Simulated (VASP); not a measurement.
# Si (I-42m) in VASP: notebook, part 2 of 3

VASP 6.6.1. Earlier steps stand in the parts before.

### 3 Single point, PBE (atoms displaced along a vibrational mode, the cell strained)

File INCAR:

```
SYSTEM = Si
PREC = Accurate
ENCUT = 520
EDIFF = 1E-6
ISMEAR = 0
SIGMA = 0.05
LREAL = .FALSE.
LASPH = .TRUE.
NELM = 100
ALGO = Normal
ISIF = 2
LWAVE = .FALSE.
LCHARG = .TRUE.
GGA = PE
LELF = .TRUE.
LVHAR = .TRUE.
NBANDS = 16
```

File KPOINTS:

```
regular mesh
0
G
  10 10 10
  0 0 0
```

File POSCAR:

```
Si
1.0
   -3.3178148769      3.3178148769      1.9143955111
    3.3178148769     -3.3178148769      1.9143955111
    3.3178148769      3.3178148769     -1.9143955111
Si
4
Direct
    0.1604279169      0.1604279169      0.3572210152
    0.8032069017      0.8032069017      0.6427789848
    0.1967930983      0.8395720831      0.0000000000
    0.8395720831      0.1967930983      0.0000000000
```

Potentials or basis: VASP PAW PBE potentials, release 64 (Si).

On the command line:

```bash
> cat potpaw_PBE.64/Si/POTCAR > POTCAR
> mpirun -np 1 vasp_std > vasp.out
```

OUTCAR:

```text
SYSTEM = Si
   PREC = Accurate
   ENCUT = 520
   EDIFF = 1E-6
   ISMEAR = 0
   LREAL = .FALSE.
   LASPH = .TRUE.
   NELM = 100
   ISIF = 2
   GGA = PE

 ion  position               nearest neighbor table
   1  0.160  0.160  0.357-   2 2.34   2 2.34   3 2.37   4 2.37
   2  0.803  0.803  0.643-   1 2.34   1 2.34   4 2.37   3 2.37
   3  0.197  0.840  0.000-   4 2.34   4 2.34   2 2.37   1 2.37
   4  0.840  0.197  0.000-   3 2.34   3 2.34   2 2.37   1 2.37

  LATTYP: Found a body centered tetragonal cell.
 ALAT       =     6.6356297538
 C/A-ratio  =     0.5770049210

  Lattice vectors:

 A1 = (  -3.3178148769,   3.3178148769,   1.9143955111)
 A2 = (   3.3178148769,  -3.3178148769,   1.9143955111)
 A3 = (   3.3178148769,   3.3178148769,  -1.9143955111)

Analysis of symmetry for initial positions (statically):
=====================================================================
 Subroutine PRICEL returns:
 Original cell was already a primitive cell.

 Routine SETGRP: Setting up the symmetry group for a
 body centered tetragonal supercell.

 Subroutine GETGRP returns: Found  8 space group operations
 (whereof  8 operations were pure point group operations)
 out of a pool of 16 trial point group operations.

The static configuration has the point symmetry D_2d.

Analysis of symmetry for dynamics (positions and initial velocities):
=====================================================================
 Subroutine PRICEL returns:
 Original cell was already a primitive cell.

 Routine SETGRP: Setting up the symmetry group for a
 body centered tetragonal supercell.

 Subroutine GETGRP returns: Found  8 space group operations
 (whereof  8 operations were pure point group operations)
 out of a pool of 16 trial point group operations.

The dynamic configuration has the point symmetry D_2d.

 Subroutine INISYM returns: Found  8 space group operations
 (whereof  8 operations are pure point group operations),
 and found     1 'primitive' translations

----------------------------------------------------------------------------------------

                                     Primitive cell

  volume of cell :      84.2939

  direct lattice vectors                    reciprocal lattice vectors
    -3.317814877  3.317814877  1.914395511     0.000000000  0.150701597  0.261179050
     3.317814877 -3.317814877  1.914395511     0.150701597  0.000000000  0.261179050
     3.317814877  3.317814877 -1.914395511     0.150701597  0.150701597  0.000000000

  length of vectors
     5.067612977  5.067612977  5.067612977     0.301538500  0.301538500  0.213124242

  position of ions in fractional coordinates (direct lattice)
     0.160427917  0.160427917  0.357221015
     0.803206902  0.803206902  0.642778985
     0.196793098  0.839572083  0.000000000
     0.839572083  0.196793098  0.000000000

  ion indices of the primitive-cell ions
   primitive index   ion index
                 1           1
                 2           2
                 3           3
                 4           4

----------------------------------------------------------------------------------------

 KPOINTS: regular mesh

Automatic generation of k-mesh.
 Grid dimensions read from file:
[... 23 lines left out ...]
  0.100000  0.000000  0.000000      8.000000
  0.200000  0.000000  0.000000      8.000000
  0.300000  0.000000 -0.000000      8.000000
  0.400000  0.000000  0.000000      8.000000
  0.500000  0.000000  0.000000      4.000000
[... 16 lines left out ...]
  0.300000  0.300000 -0.000000      8.000000
  0.400000  0.300000 -0.000000     16.000000
 [... further k-points ...]
   k-points           NKPTS =    102   k-points in BZ     NKDIM =    102   number of bands    NBANDS=     16
   number of dos      NEDOS =    301   number of ions     NIONS =      4
   total plane-waves  NPLWV =  64000
   dimension x,y,z NGX =    40 NGY =   40 NGZ =   40
   dimension x,y,z NGXF=    80 NGYF=   80 NGZF=   80
   ions per type =               4
   NGX,Y,Z   is equivalent  to a cutoff of  13.12, 13.12, 13.12 a.u.
   NGXF,Y,Z  is equivalent  to a cutoff of  26.24, 26.24, 26.24 a.u.
 SYSTEM =  Si
   PREC   = accura    normal or accurate (medium, high low for compatibility)
   ISTART =      0    job   : 0-new  1-cont  2-samecut
   ICHARG =      2    charge: 1-file 2-atom 10-const
   ISPIN  =      1    spin polarized calculation?
   LNONCOLLINEAR =      F non collinear calculations
   LSORBIT =      F    spin-orbit coupling
   LASPH  =      T    aspherical Exc in radial PAW
   ENCUT  =  520.0 eV  38.22 Ry    6.18 a.u.   9.42  9.42  9.42*2*pi/ulx,y,z
   NELM   =    100;   NELMIN=  2; NELMDL= -5     # of ELM steps
   EDIFF  = 0.1E-05   stopping-criterion for ELM
   LREAL  =      F    real-space projection
   EDIFFG = 0.1E-04   stopping-criterion for IOM
   NSW    =      0    number of steps for IOM
   IBRION =     -1    ionic relax: 0-MD 1-quasi-New 2-CG
   NFREE  =      0    steps in history (QN), initial steepest desc. (CG)
   ISIF   =      2    stress and relaxation
   ISYM   =      2    0-nonsym 1-usesym 2-fastsym
   POTIM  = 0.5000    time-step for ionic-motion
   TEBEG  =    0.0;   TEEND  =   0.0 temperature during run
   PSTRESS=    0.0 pullay stress
   NELECT =      16.0000    total number of electrons
   NUPDOWN=      -1.0000    fix difference up-down
   EMIN   =  10.00;   EMAX   =-10.00  energy-range for DOS
   EFERMI =   0.00;   METHOD = LEGACY
   ISMEAR =     0;   SIGMA  =   0.05  broadening in eV -4-tet -1-fermi 0-gaus
   EFERMI_NEDOS =   21; number of points for ismear=-14 and -15
   IALGO  =     38    algorithm
   IMIX   =      4    mixing-type and parameters
     AMIX     =   0.40;   BMIX     =  1.00
     AMIX_MAG =   1.60;   BMIX_MAG =  1.00
  volume/ion in A,a.u.               =      21.07       142.21
  Fermi-wavevector in a.u.,A,eV,Ry     =   0.940841  1.777931 12.043626  0.885182
  Thomas-Fermi vector in A             =   2.068293
   LORBIT       =      0    0 simple, 1 ext, 2 COOP (PROOUT), +10 PAW based schemes
   GGA     = PE    functional components
   LHFCALC =     F    Hartree Fock is set to
   AEXX    =    0.0000 exact exchange contribution
   IVDW    =     0    specifies the selected vdW correction
   LEPSILON=     F    determine dielectric tensor
   LRPA    =     F    only Hartree local field effects (RPA)
 non-spin polarized calculation
 Gauss-broadening in eV      SIGMA  =   0.05
  energy-cutoff  :      520.00
  volume of cell :       84.29
 maximum number of plane-waves:      2319
 NGX is ok and might be reduce to    40
   NGX = 19   NGY = 19   NGZ = 19

 number of electron      16.0000000 magnetization

 Free energy of the ion-electron system (eV)
  ---------------------------------------------------
  ext. energy  EPLUGINS =         0.00000000
  ---------------------------------------------------
  free energy    TOTEN  =       -21.26210329 eV

  energy without entropy =      -21.26210326  energy(sigma->0) =      -21.26210328

 E-fermi :   5.6902     XC(G=0):  -9.1208

 val. band max:        5.5458372552   @ k =   0.5000   0.5000   0.5000
 cond. band min:       5.8455550259   @ k =  -0.1000  -0.2000   0.1000
 fundamental gap:      0.2997177708
 Fermi energy:         5.6901972897

 k-point     1 :       0.0000    0.0000    0.0000
  band No.  band energies     occupation
      1      -6.5686      2.00000
      2      -2.3180      2.00000
      3      -0.0508      2.00000
      4      -0.0508      2.00000
      5       1.7473      2.00000
      6       4.0507      2.00000
[... 433 lines left out ...]
      3      -1.5931      2.00000
      4       0.4780      2.00000
      5       1.3036      2.00000
      6       2.5499      2.00000
[... 8 lines left out ...]
     15      11.6698      0.00000
     16      12.4025      0.00000

 [... further k-points ...]

------------------------ aborting loop because EDIFF is reached ----------------------------------------

  FORCE on cell =-STRESS in cart. coord.  units (eV):
  Direction    XX          YY          ZZ          XY          YZ          ZX
  --------------------------------------------------------------------------------------
  -------------------------------------------------------------------------------------
  Total        0.9610430      0.9610430      1.1019368      0.0000000      0.0000000      0.0000000
  in kB       18.2665877     18.2665877     20.9445636      0.0000000      0.0000000      0.0000000
  external PRESSURE =      19.1592463 kB  Pullay stress =       0.0000000 kB

 VOLUME and BASIS-vectors are now :
 -----------------------------------------------------------------------------
  energy-cutoff  :      520.00
  volume of cell :       84.29
      direct lattice vectors                 reciprocal lattice vectors
    -3.317814877  3.317814877  1.914395511     0.000000000  0.150701597  0.261179050
     3.317814877 -3.317814877  1.914395511     0.150701597  0.000000000  0.261179050
     3.317814877  3.317814877 -1.914395511     0.150701597  0.150701597  0.000000000

 POSITION                                       TOTAL-FORCE (eV/Angst)
 -----------------------------------------------------------------------------------
      1.18519      1.18519     -0.06962        -0.005378     -0.005378      0.146315
      2.13262      2.13262      1.84478         0.005378      0.005378      0.146315
      2.13262     -2.13262      1.98401         0.005378     -0.005378     -0.146315
     -2.13262      2.13262      1.98401        -0.005378      0.005378     -0.146315
 -----------------------------------------------------------------------------------
    total drift:                                0.000000      0.000000      0.000000

  FREE ENERGIE OF THE ION-ELECTRON SYSTEM (eV)
  ---------------------------------------------------
  free  energy   TOTEN  =       -21.2621032890 eV

  energy  without entropy=      -21.2621032610  energy(sigma->0) =      -21.26210328
```

OSZICAR:

```text
N       E                     dE             d eps       ncg     rms          rms(c)
DAV:   1     0.258623391722E+02    0.25862E+02   -0.59094E+03  3264   0.816E+02
DAV:   2    -0.198101001262E+02   -0.45672E+02   -0.41038E+02  4480   0.118E+02
DAV:   3    -0.216776327985E+02   -0.18675E+01   -0.18535E+01  4472   0.224E+01
DAV:   4    -0.217009867061E+02   -0.23354E-01   -0.23349E-01  4096   0.325E+00
DAV:   5    -0.217014558776E+02   -0.46917E-03   -0.46915E-03  4472   0.435E-01    0.687E+00
DAV:   6    -0.213886995778E+02    0.31276E+00   -0.14948E-01  3824   0.186E+00    0.417E+00
DAV:   7    -0.212578722030E+02    0.13083E+00   -0.26854E-01  4072   0.252E+00    0.368E-01
DAV:   8    -0.212609584321E+02   -0.30862E-02   -0.26535E-02  3968   0.869E-01    0.171E-01
DAV:   9    -0.212618516799E+02   -0.89325E-03   -0.17179E-03  4408   0.234E-01    0.906E-02
DAV:  10    -0.212620513736E+02   -0.19969E-03   -0.29028E-04  4080   0.871E-02    0.355E-02
DAV:  11    -0.212621008033E+02   -0.49430E-04   -0.67624E-05  4336   0.450E-02    0.656E-03
DAV:  12    -0.212621032183E+02   -0.24149E-05   -0.30177E-06  4200   0.949E-03    0.212E-03
DAV:  13    -0.212621032890E+02   -0.70775E-07   -0.73883E-07  3664   0.456E-03
   1 F= -.21262103E+02 E0= -.21262103E+02  d E =-.280016E-07
```

It took 2.4 min on 1 thread of Intel Xeon 8259CL, shared host; peak memory 0.28 GiB.

What came out:

```
Free energy            : -21.2621 eV
Pressure               : 1.9 GPa
Largest force          : 0.147 eV/Å
Band gap on the k mesh : 0.30 eV (least direct gap 0.53 eV)
```

Forces in eV/Å, atoms in the order of the input:
```
Si  -0.005 -0.005  0.146
Si   0.005  0.005  0.146
Si   0.005 -0.005 -0.146
Si  -0.005  0.005 -0.146
```

Caveat: the cell differs from its parent crystal (atoms displaced along a vibrational mode, the cell strained). A k mesh can miss the band edges.

### 4 Single point, PBE (atoms displaced along a vibrational mode, the cell strained)

File INCAR:

```
ALGO     = Normal         # electronic algorithm
EDIFF    = 1E-6           # SCF threshold, eV
ENCUT    = 520            # plane-wave cutoff, eV
GGA      = PE             # functional
ISIF     = 2              # what is computed and relaxed
ISMEAR   = 0              # smearing method
LASPH    = True           # aspherical terms in the spheres
LCHARG   = False          # write CHGCAR
LREAL    = False          # projectors in reciprocal space
LWAVE    = False          # write WAVECAR
NBANDS   = 16             # bands
NELM     = 80             # most SCF steps
PREC     = Accurate       # precision mode
SIGMA    = 0.05           # smearing width, eV
```

File KPOINTS:

```
k-points
0
Gamma
  10 10 10
```

File POSCAR:

```
Si
1.0
   -3.3178148769      3.3178148769      1.9143955111
    3.3178148769     -3.3178148769      1.9143955111
    3.3178148769      3.3178148769     -1.9143955111
Si
4
Direct
    0.1483061898      0.1483061898      0.3572210152
    0.7910851746      0.7910851746      0.6427789848
    0.2089148254      0.8516938102      0.0000000000
    0.8516938102      0.2089148254      0.0000000000
```

On the command line:

```bash
> cat potpaw_PBE.64/Si/POTCAR > POTCAR
> mpirun -np 1 vasp_std > vasp.out
```

Wall time 2.6 min (1 thread of Intel Xeon 8259CL, shared host); peak memory 0.28 GiB.

Results (log left out):

- Free energy: -21.2248 eV
- Pressure: 1.6 GPa
- Largest force: 0.270 eV/Å
- Band gap on the k mesh: 0.24 eV (least direct gap 0.66 eV)

Forces in eV/Å, atoms in the order of the input:
```
Si  -0.057 -0.057  0.257
Si   0.057  0.057  0.257
Si   0.057 -0.057 -0.257
Si  -0.057  0.057 -0.257
```

Stress tensor (GPa, compression positive):
```
1.43 0.00 0.00
0.00 1.43 0.00
0.00 0.00 1.95
```

Levels at points of the mesh, in eV from the valence-band top:
| k point | band 6 | band 7 | band 8 | band 9 | band 10 | band 11 |
| --- | --- | --- | --- | --- | --- | --- |
| (0.00, 0.00, 0.00) | -1.53 | -1.53 | -0.55 | 1.39 | 1.55 | 1.55 |
| (0.50, 0.00, 0.00) | -3.56 | -2.40 | -1.46 | 0.77 | 2.28 | 2.96 |
| (0.50, 0.50, 0.00) | -2.04 | -1.93 | -1.66 | 1.52 | 1.87 | 1.95 |
| (0.50, 0.50, 0.50) | -0.55 | 0.00 | 0.00 | 0.66 | 3.16 | 3.43 |

Caveat: the cell differs from its parent crystal (atoms displaced along a vibrational mode, the cell strained). A k mesh can miss the band edges.

[end of part 2 of 3]
